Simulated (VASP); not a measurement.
# C (P6_3/mmc) in VASP: notebook

C is run at these levels: PBE; tasks: single point.

The COD entry that gives the cell may itself be a prediction, so a difference from it is no test against experiment.

Program: VASP 6.6.1. These are calculated values, not measurements. Logs are shortened: lines on timing, memory, paths and dates and some standing lists are left out, and cuts for length are marked.

## 1. The cell of the first run

The structure is hexagonal, space group P6_3/mmc (No. 194). Conventional cell: a = 2.518 Å, b = 2.518 Å, c = 8.305 Å, α = 90.00°, β = 90.00°, γ = 120.00°. C (site symmetry 3m) has 4 C at 1.54 Å within 2.1 Å. Within 2.1 Å of C (site symmetry 3m) lie 4 C at 1.54 to 1.57 Å.

## 2. Single point, PBE

INCAR reads:

```
PREC = Accurate
ENCUT = 520
EDIFF = 1E-6
ISMEAR = 0
SIGMA = 0.02
LREAL = F
LASPH = T
NELM = 100
ALGO = Normal
ISIF = 2
LWAVE = F
LCHARG = F
GGA = PE
NBANDS = 26
```

KPOINTS reads:

```
regular mesh
0
Gamma
  12 12 4
```

POSCAR reads:

```
C
1.0
    2.5180642186      0.0000000000      0.0000000000
   -1.2590321093      2.1807075817      0.0000000000
    0.0000000000      0.0000000000      8.3046919353
C
8
Direct
    0.0000000000      0.0000000000      0.0929732494
    0.0000000000      0.0000000000      0.5929732494
    0.0000000000      0.0000000000      0.4070267506
    0.0000000000      0.0000000000      0.9070267506
    0.3333333333      0.6666666667      0.1555299995
    0.6666666667      0.3333333333      0.6555299995
    0.3333333333      0.6666666667      0.3444700005
    0.6666666667      0.3333333333      0.8444700005
```

Potentials or basis: VASP PAW PBE potentials, release 64 (C).

Launch:

```sh
$ cat potpaw_PBE.64/C/POTCAR > POTCAR
$ mpirun -np 1 vasp_std > vasp.out
```

OUTCAR:

```text
PREC = Accurate
   ENCUT = 520
   EDIFF = 1E-6
   ISMEAR = 0
   LREAL = F
   LASPH = T
   NELM = 100
   ISIF = 2
   GGA = PE

 ion  position               nearest neighbor table
   1  0.000  0.000  0.093-   5 1.54   5 1.54   5 1.54   4 1.54
   2  0.000  0.000  0.593-   6 1.54   6 1.54   6 1.54   3 1.54
   3  0.000  0.000  0.407-   7 1.54   7 1.54   7 1.54   2 1.54
   4  0.000  0.000  0.907-   8 1.54   8 1.54   8 1.54   1 1.54
   5  0.333  0.667  0.156-   1 1.54   1 1.54   1 1.54   7 1.57
   6  0.667  0.333  0.656-   2 1.54   2 1.54   2 1.54   8 1.57
   7  0.333  0.667  0.344-   3 1.54   3 1.54   3 1.54   5 1.57
   8  0.667  0.333  0.844-   4 1.54   4 1.54   4 1.54   6 1.57

  LATTYP: Found a hexagonal cell.
 ALAT       =     2.5180642186
 C/A-ratio  =     3.2980461237

  Lattice vectors:

 A1 = (   2.5180642186,   0.0000000000,   0.0000000000)
 A2 = (  -1.2590321093,   2.1807075817,   0.0000000000)
 A3 = (   0.0000000000,   0.0000000000,   8.3046919353)

Analysis of symmetry for initial positions (statically):
=====================================================================
 Subroutine PRICEL returns:
 Original cell was already a primitive cell.

 Routine SETGRP: Setting up the symmetry group for a
 hexagonal supercell.

 Subroutine GETGRP returns: Found 24 space group operations
 (whereof 12 operations were pure point group operations)
 out of a pool of 24 trial point group operations.

The static configuration has the point symmetry D_3d.
 The point group associated with its full space group is D_6h.

Analysis of symmetry for dynamics (positions and initial velocities):
=====================================================================
 Subroutine PRICEL returns:
 Original cell was already a primitive cell.

 Routine SETGRP: Setting up the symmetry group for a
 hexagonal supercell.

 Subroutine GETGRP returns: Found 24 space group operations
 (whereof 12 operations were pure point group operations)
 out of a pool of 24 trial point group operations.

The dynamic configuration has the point symmetry D_3d.
 The point group associated with its full space group is D_6h.

 Subroutine INISYM returns: Found 24 space group operations
 (whereof 12 operations are pure point group operations),
 and found     1 'primitive' translations

----------------------------------------------------------------------------------------

[... 104 lines left out ...]
   EDIFF  = 0.1E-05   stopping-criterion for ELM
   LREAL  =      F    real-space projection
   EDIFFG = 0.1E-04   stopping-criterion for IOM
   NSW    =      0    number of steps for IOM
   IBRION =     -1    ionic relax: 0-MD 1-quasi-New 2-CG
   NFREE  =      0    steps in history (QN), initial steepest desc. (CG)
   ISIF   =      2    stress and relaxation
   ISYM   =      2    0-nonsym 1-usesym 2-fastsym
   POTIM  = 0.5000    time-step for ionic-motion
   TEBEG  =    0.0;   TEEND  =   0.0 temperature during run
   PSTRESS=    0.0 pullay stress
   NELECT =      32.0000    total number of electrons
   NUPDOWN=      -1.0000    fix difference up-down
   EMIN   =  10.00;   EMAX   =-10.00  energy-range for DOS
   EFERMI =   0.00;   METHOD = LEGACY
   ISMEAR =     0;   SIGMA  =   0.02  broadening in eV -4-tet -1-fermi 0-gaus
   EFERMI_NEDOS =   21; number of points for ismear=-14 and -15
   IALGO  =     38    algorithm
   IMIX   =      4    mixing-type and parameters
     AMIX     =   0.40;   BMIX     =  1.00
     AMIX_MAG =   1.60;   BMIX_MAG =  1.00
  volume/ion in A,a.u.               =       5.70        38.47
  Fermi-wavevector in a.u.,A,eV,Ry     =   1.454774  2.749124 28.794932  2.116368
  Thomas-Fermi vector in A             =   2.571886
   LORBIT       =      0    0 simple, 1 ext, 2 COOP (PROOUT), +10 PAW based schemes
   GGA     = PE    functional components
   LHFCALC =     F    Hartree Fock is set to
   AEXX    =    0.0000 exact exchange contribution
   IVDW    =     0    specifies the selected vdW correction
   LEPSILON=     F    determine dielectric tensor
   LRPA    =     F    only Hartree local field effects (RPA)
 non-spin polarized calculation
 Gauss-broadening in eV      SIGMA  =   0.02
  energy-cutoff  :      520.00
  volume of cell :       45.60
 maximum number of plane-waves:      1243
 NGX is ok and might be reduce to    20
   NGX =  9   NGY =  9   NGZ = 31

 number of electron      31.9999995 magnetization

 Free energy of the ion-electron system (eV)
  ---------------------------------------------------
  ext. energy  EPLUGINS =         0.00000000
  ---------------------------------------------------
  free energy    TOTEN  =       -72.66993548 eV

  energy without entropy =      -72.66993548  energy(sigma->0) =      -72.66993548

 E-fermi :   9.9761     XC(G=0): -13.2240

 val. band max:        9.7868085180   @ k =   0.0000   0.0000   0.0000
 cond. band min:      14.3200649668   @ k =   0.4167  -0.0000   0.0000
 fundamental gap:      4.5332564488
 Fermi energy:         9.9760780373

 k-point     1 :       0.0000    0.0000    0.0000
  band No.  band energies     occupation
      1     -11.7664      2.00000
      2     -10.1291      2.00000
      3     -10.0259      2.00000
      4      -6.1232      2.00000
      5      -3.6700      2.00000
      6       2.9652      2.00000
[... 685 lines left out ...]
     25      20.2495      0.00000
     26      21.9282      0.00000

 [... further k-points ...]
[... 5 lines left out ...]
  --------------------------------------------------------------------------------------
  -------------------------------------------------------------------------------------
  Total        0.1874180      0.1874180      0.1707828      0.0000000     -0.0000000      0.0000000
  in kB        6.5846712      6.5846712      6.0002174      0.0000000     -0.0000000      0.0000000
  external PRESSURE =       6.3898533 kB  Pullay stress =       0.0000000 kB

 VOLUME and BASIS-vectors are now :
 -----------------------------------------------------------------------------
  energy-cutoff  :      520.00
  volume of cell :       45.60
      direct lattice vectors                 reciprocal lattice vectors
     2.518064219  0.000000000  0.000000000     0.397130459  0.229283378  0.000000000
    -1.259032109  2.180707582  0.000000000     0.000000000  0.458566755  0.000000000
     0.000000000  0.000000000  8.304691935     0.000000000  0.000000000  0.120413859

 POSITION                                       TOTAL-FORCE (eV/Angst)
 -----------------------------------------------------------------------------------
      0.00000      0.00000      0.77211        -0.000000      0.000000     -0.001703
      0.00000      0.00000      4.92446         0.000000      0.000000     -0.001703
      0.00000      0.00000      3.38023        -0.000000     -0.000000      0.001703
      0.00000      0.00000      7.53258        -0.000000      0.000000      0.001703
     -0.00000      1.45381      1.29163        -0.000000      0.000000      0.003976
      1.25903      0.72690      5.44397         0.000000     -0.000000      0.003976
     -0.00000      1.45381      2.86072        -0.000000      0.000000     -0.003976
      1.25903      0.72690      7.01306         0.000000     -0.000000     -0.003976
 -----------------------------------------------------------------------------------
    total drift:                               -0.000000     -0.000000      0.000000

  FREE ENERGIE OF THE ION-ELECTRON SYSTEM (eV)
  ---------------------------------------------------
  free  energy   TOTEN  =       -72.6699354831 eV

  energy  without entropy=      -72.6699354831  energy(sigma->0) =      -72.66993548
```

stdout:

```text
POSCAR found type information on POSCAR C
 POSCAR found :  1 types and       8 ions
 scaLAPACK will be used
 LDA part: xc-table for (Slater+PW92), standard interpolation
 POSCAR, INCAR and KPOINTS ok, starting setup
 FFT: planning ... GRIDC
 FFT: planning ... GRID_SOFT
 FFT: planning ... GRID
 WAVECAR not read
 entering main loop
```

Run time: 45 s. Hardware: 1 thread of Intel Xeon Platinum 8259CL at 2.50GHz (Skylake/Cascade Lake), shared host; peak memory 0.18 GiB.

Results:

- Free energy: -72.6699 eV
- Pressure: 0.6 GPa
- Largest force: 0.004 eV/Å
- Band gap on the k mesh: 4.53 eV, indirect (least direct gap 5.29 eV)

Forces in eV/Å, atoms in the order of the input:
```
C    0.000  0.000 -0.002
C    0.000  0.000 -0.002
C    0.000  0.000  0.002
C    0.000  0.000  0.002
C    0.000  0.000  0.004
C    0.000  0.000  0.004
C    0.000  0.000 -0.004
C    0.000  0.000 -0.004
```

A k mesh can miss the band edges. PBE gaps usually lie below the measured ones, often by a third to a half.

## 3. Single point, PBE

INCAR reads:

```
SYSTEM = C
  PREC = Accurate
  ENCUT = 520
  EDIFF = 1E-6
  ISMEAR = 0
  SIGMA = 0.05
  LREAL = .False.
  LASPH = .True.
  NELM = 60
  ALGO = Normal
  ISIF = 2
  LWAVE = .False.
  LCHARG = .False.
  GGA = PE
  NBANDS = 26
```

KPOINTS reads:

```
regular mesh
0
Gamma
  12 12 4
  0 0 0
```

POSCAR is that of step 2.

Potentials or basis: VASP PAW PBE potentials, release 64 (C).

Launch:

```sh
$ cat potpaw_PBE.64/C/POTCAR > POTCAR
$ mpirun -np 1 vasp_std > vasp.out
```

OUTCAR:

```text
SYSTEM = C
   PREC = Accurate
   ENCUT = 520
   EDIFF = 1E-6
   ISMEAR = 0
   LREAL = .False.
   LASPH = .True.
   NELM = 60
   ISIF = 2
   GGA = PE

 ion  position               nearest neighbor table
   1  0.000  0.000  0.093-   5 1.54   5 1.54   5 1.54   4 1.54
   2  0.000  0.000  0.593-   6 1.54   6 1.54   6 1.54   3 1.54
   3  0.000  0.000  0.407-   7 1.54   7 1.54   7 1.54   2 1.54
   4  0.000  0.000  0.907-   8 1.54   8 1.54   8 1.54   1 1.54
   5  0.333  0.667  0.156-   1 1.54   1 1.54   1 1.54   7 1.57
   6  0.667  0.333  0.656-   2 1.54   2 1.54   2 1.54   8 1.57
   7  0.333  0.667  0.344-   3 1.54   3 1.54   3 1.54   5 1.57
   8  0.667  0.333  0.844-   4 1.54   4 1.54   4 1.54   6 1.57

  LATTYP: Found a hexagonal cell.
 ALAT       =     2.5180642186
 C/A-ratio  =     3.2980461237

  Lattice vectors:

 A1 = (   2.5180642186,   0.0000000000,   0.0000000000)
 A2 = (  -1.2590321093,   2.1807075817,   0.0000000000)
 A3 = (   0.0000000000,   0.0000000000,   8.3046919353)

Analysis of symmetry for initial positions (statically):
[... 196 lines left out ...]
  band No.  band energies     occupation
      1     -11.7664      2.00000
      2     -10.1291      2.00000
      3     -10.0259      2.00000
      4      -6.1232      2.00000
      5      -3.6700      2.00000
      6       2.9652      2.00000
[... 685 lines left out ...]
     25      20.2495      0.00000
     26      21.9282      0.00000

 [... further k-points ...]

------------------------ aborting loop because EDIFF is reached ----------------------------------------

  FORCE on cell =-STRESS in cart. coord.  units (eV):
  Direction    XX          YY          ZZ          XY          YZ          ZX
  --------------------------------------------------------------------------------------
  -------------------------------------------------------------------------------------
  Total        0.1874180      0.1874180      0.1707828      0.0000000     -0.0000000      0.0000000
  in kB        6.5846713      6.5846713      6.0002175      0.0000000     -0.0000000      0.0000000
  external PRESSURE =       6.3898533 kB  Pullay stress =       0.0000000 kB

 VOLUME and BASIS-vectors are now :
 -----------------------------------------------------------------------------
  energy-cutoff  :      520.00
  volume of cell :       45.60
      direct lattice vectors                 reciprocal lattice vectors
     2.518064219  0.000000000  0.000000000     0.397130459  0.229283378  0.000000000
    -1.259032109  2.180707582  0.000000000     0.000000000  0.458566755  0.000000000
     0.000000000  0.000000000  8.304691935     0.000000000  0.000000000  0.120413859

 POSITION                                       TOTAL-FORCE (eV/Angst)
 -----------------------------------------------------------------------------------
      0.00000      0.00000      0.77211        -0.000000     -0.000000     -0.001703
      0.00000      0.00000      4.92446        -0.000000      0.000000     -0.001703
      0.00000      0.00000      3.38023        -0.000000     -0.000000      0.001703
      0.00000      0.00000      7.53258         0.000000      0.000000      0.001703
     -0.00000      1.45381      1.29163         0.000000     -0.000000      0.003976
      1.25903      0.72690      5.44397        -0.000000      0.000000      0.003976
     -0.00000      1.45381      2.86072         0.000000     -0.000000     -0.003976
      1.25903      0.72690      7.01306        -0.000000      0.000000     -0.003976
 -----------------------------------------------------------------------------------
    total drift:                               -0.000000     -0.000000      0.000000

  FREE ENERGIE OF THE ION-ELECTRON SYSTEM (eV)
  ---------------------------------------------------
  free  energy   TOTEN  =       -72.6699354830 eV

  energy  without entropy=      -72.6699354830  energy(sigma->0) =      -72.66993548
```

stdout:

```text
POSCAR found type information on POSCAR C
 POSCAR found :  1 types and       8 ions
 scaLAPACK will be used
 LDA part: xc-table for (Slater+PW92), standard interpolation
 POSCAR, INCAR and KPOINTS ok, starting setup
 FFT: planning ... GRIDC
 FFT: planning ... GRID_SOFT
 FFT: planning ... GRID
 WAVECAR not read
 entering main loop
```

It took 46 s on 1 thread of Intel Xeon Platinum 8259CL at 2.50GHz (Skylake/Cascade Lake), shared host; peak memory 0.18 GiB.

Results:

```
Free energy            : -72.6699 eV
Pressure               : 0.6 GPa
Largest force          : 0.004 eV/Å
Band gap on the k mesh : 4.53 eV, indirect (least direct gap 5.29 eV)
```

Forces on the atoms (eV/Å):
```
C    0.000  0.000 -0.002
C    0.000  0.000 -0.002
C    0.000  0.000  0.002
C    0.000  0.000  0.002
C    0.000  0.000  0.004
C    0.000  0.000  0.004
C    0.000  0.000 -0.004
C    0.000  0.000 -0.004
```

A k mesh can miss the band edges. Expect the measured gap to be larger: semilocal functionals such as PBE lack the derivative discontinuity.
